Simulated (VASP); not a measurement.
# C (Cm) in VASP: a series of runs, part 2 of 2

VASP 6.6.1.

**4. Single point, PBE (atom 5 (C) moved -0.133 Å towards its neighbour atom 1 (C) at 1.544 Å)**

INCAR reads:

```
SYSTEM = C
ALGO     = Normal         ! electronic algorithm
EDIFF    = 1E-6           ! SCF threshold, eV
ENCUT    = 520            ! plane-wave cutoff, eV
GGA      = PE             ! functional
ISIF     = 2              ! what is computed and relaxed
ISMEAR   = 0              ! smearing method
LASPH    = .True.         ! aspherical terms in the spheres
LCHARG   = .False.        ! write CHGCAR
LREAL    = .False.        ! projectors in reciprocal space
LWAVE    = .False.        ! write WAVECAR
NBANDS   = 26             ! bands
NELM     = 100            ! most SCF steps
PREC     = Accurate       ! precision mode
SIGMA    = 0.05           ! smearing width, eV
```

KPOINTS reads:

```
k-points
0
Gamma
  12 12 4
  0 0 0
```

POSCAR reads:

```
C
1.0
    2.5220988435      0.0000000000      0.0000000000
   -1.2610494217      2.1842016693      0.0000000000
    0.0000000000      0.0000000000      8.2371000000
C
8
Direct
    0.0000000000      0.0000000000      0.0937500000
    0.0000000000      0.0000000000      0.5937500000
    0.0000000000      0.0000000000      0.4062500000
    0.0000000000      0.0000000000      0.9062500000
    0.3621027724      0.7242055448      0.1616442698
    0.6666666667      0.3333333333      0.6562500000
    0.3333333333      0.6666666667      0.3437500000
    0.6666666667      0.3333333333      0.8437500000
```

Potentials or basis: VASP PAW PBE potentials, release 64 (C).

Launch:

```console
> cat potpaw_PBE.64/C/POTCAR > POTCAR
> mpirun -np 1 vasp_std > vasp.out
```

OUTCAR:

```text
SYSTEM = C
   EDIFF = 1E-6
   ENCUT = 520
   GGA = PE
   ISIF = 2
   ISMEAR = 0
   LASPH = .True.
   LREAL = .False.
   NELM = 100
   PREC = Accurate

 ion  position               nearest neighbor table
   1  0.000  0.000  0.094-   5 1.51   5 1.51   4 1.54   5 1.68
   2  0.000  0.000  0.594-   3 1.54   6 1.54   6 1.54   6 1.54
   3  0.000  0.000  0.406-   2 1.54   7 1.54   7 1.54   7 1.54
[... 912 lines left out ...]
  -------------------------------------------------------------------------------------
  Total        0.0954947     -0.0840907      3.6507828     -0.0000000     -0.2121991     -0.0000000
  in kB        3.3717902     -2.9691312    128.9042993     -0.0000000     -7.4924705     -0.0000000
  external PRESSURE =      43.1023194 kB  Pullay stress =       0.0000000 kB

 VOLUME and BASIS-vectors are now :
 -----------------------------------------------------------------------------
  energy-cutoff  :      520.00
  volume of cell :       45.38
      direct lattice vectors                 reciprocal lattice vectors
     2.522098843  0.000000000  0.000000000     0.396495166  0.228916591  0.000000000
    -1.261049422  2.184201669  0.000000000     0.000000000  0.457833182  0.000000000
     0.000000000  0.000000000  8.237100000     0.000000000  0.000000000  0.121401950

 POSITION                                       TOTAL-FORCE (eV/Angst)
 -----------------------------------------------------------------------------------
      0.00000      0.00000      0.77223         0.000000      2.808946      0.270289
      0.00000      0.00000      4.89078         0.000000      0.088411     -0.340190
      0.00000      0.00000      3.34632        -0.000000     -0.021861      0.608803
      0.00000      0.00000      7.46487         0.000000      0.068183      0.567715
      0.00000      1.58181      1.33148        -0.000000     -3.599001     -2.088739
      1.26105      0.72807      5.40560        -0.000000     -0.003415     -0.312096
     -0.00000      1.45613      2.83150         0.000000      0.708232      0.938536
      1.26105      0.72807      6.95005        -0.000000     -0.049495      0.355681
 -----------------------------------------------------------------------------------
    total drift:                               -0.000000     -0.000142     -0.000091

  FREE ENERGIE OF THE ION-ELECTRON SYSTEM (eV)
  ---------------------------------------------------
  free  energy   TOTEN  =       -72.3436732058 eV

  energy  without entropy=      -72.3436732058  energy(sigma->0) =      -72.34367321
```

OSZICAR:

```text
N       E                     dE             d eps       ncg     rms          rms(c)
DAV:   1     0.641741481415E+02    0.64174E+02   -0.16580E+04  8528   0.120E+03
DAV:   2    -0.698109059145E+02   -0.13399E+03   -0.12548E+03 11184   0.230E+02
DAV:   3    -0.748753706491E+02   -0.50645E+01   -0.50227E+01 11594   0.395E+01
DAV:   4    -0.749207356630E+02   -0.45365E-01   -0.45284E-01 10828   0.415E+00
DAV:   5    -0.749215444382E+02   -0.80878E-03   -0.80812E-03 11458   0.501E-01    0.111E+01
DAV:   6    -0.729879486057E+02    0.19336E+01   -0.12564E+00  9736   0.603E+00    0.664E+00
DAV:   7    -0.723398480188E+02    0.64810E+00   -0.15338E+00 10266   0.687E+00    0.143E+00
DAV:   8    -0.723434191614E+02   -0.35711E-02   -0.37600E-02 10938   0.106E+00    0.916E-02
DAV:   9    -0.723435942891E+02   -0.17513E-03   -0.69662E-04 11274   0.172E-01    0.352E-02
DAV:  10    -0.723436521971E+02   -0.57908E-04   -0.45585E-05 10666   0.488E-02    0.163E-02
DAV:  11    -0.723436729470E+02   -0.20750E-04   -0.17695E-05 10514   0.287E-02    0.305E-03
DAV:  12    -0.723436732058E+02   -0.25880E-06   -0.41643E-07  8020   0.507E-03
   1 F= -.72343673E+02 E0= -.72343673E+02  d E =-.239296E-14
```

stdout:

```text
POSCAR found type information on POSCAR C
 POSCAR found :  1 types and       8 ions
 scaLAPACK will be used
 LDA part: xc-table for (Slater+PW92), standard interpolation
 POSCAR, INCAR and KPOINTS ok, starting setup
 FFT: planning ... GRIDC
 FFT: planning ... GRID_SOFT
 FFT: planning ... GRID
 WAVECAR not read
 entering main loop
```

It took 4.2 min on 1 thread of Intel Xeon 8259CL, shared host; peak memory 0.25 GiB.

Results:

```
Free energy            : -72.3437 eV
Pressure               : 4.3 GPa
Largest force          : 4.161 eV/Å
Band gap on the k mesh : 3.31 eV (least direct gap 3.45 eV)
```

Forces on the atoms (eV/Å):
```
C    0.000  2.809  0.270
C    0.000  0.088 -0.340
C    0.000 -0.022  0.609
C    0.000  0.068  0.568
C    0.000 -3.599 -2.089
C    0.000 -0.003 -0.312
C    0.000  0.708  0.939
C    0.000 -0.049  0.356
```

Stress tensor (GPa, compression positive):
```
 0.34  0.00  0.00
 0.00 -0.30 -0.75
 0.00 -0.75 12.89
```

Caveat: the cell differs from its parent crystal (atom 5 (C) moved -0.133 Å towards its neighbour atom 1 (C) at 1.544 Å); the stress differs along the axes, from -0 to 13 GPa; forces of over 1 eV/Å act on the atoms, so gaps and moduli don't describe the material at rest. A k mesh can miss the band edges.

**5. The runs side by side**

| cell | gap on the mesh (eV) | pressure (GPa) | largest force (eV/Å) |
| --- | --- | --- | --- |
| as given, atomic positions A | 3.72 | 4.8 | 6.23 |
| as given, atomic positions B | 3.97 | 3.3 | 2.44 |
| as given, atomic positions C | 3.31 | 4.3 | 4.16 |

Alike in all rows: task single point; level PBE; potentials or basis VASP PAW PBE potentials, release 64 (C); no spin polarisation; k mesh 12 × 12 × 4; cutoff (eV) 520; smearing gaussian 0.05 eV.

Caveats: forces of over 1 eV/Å act on the atoms, so gaps and moduli don't describe the material at rest; the stress differs along the axes, from -2 to 11 GPa (at least some runs); the stress differs along the axes, from -1 to 12 GPa (at least some runs); the stress differs along the axes, from -0 to 13 GPa (at least some runs).

Total energies depend on the potentials used, so only differences within one code and one set of settings carry meaning.
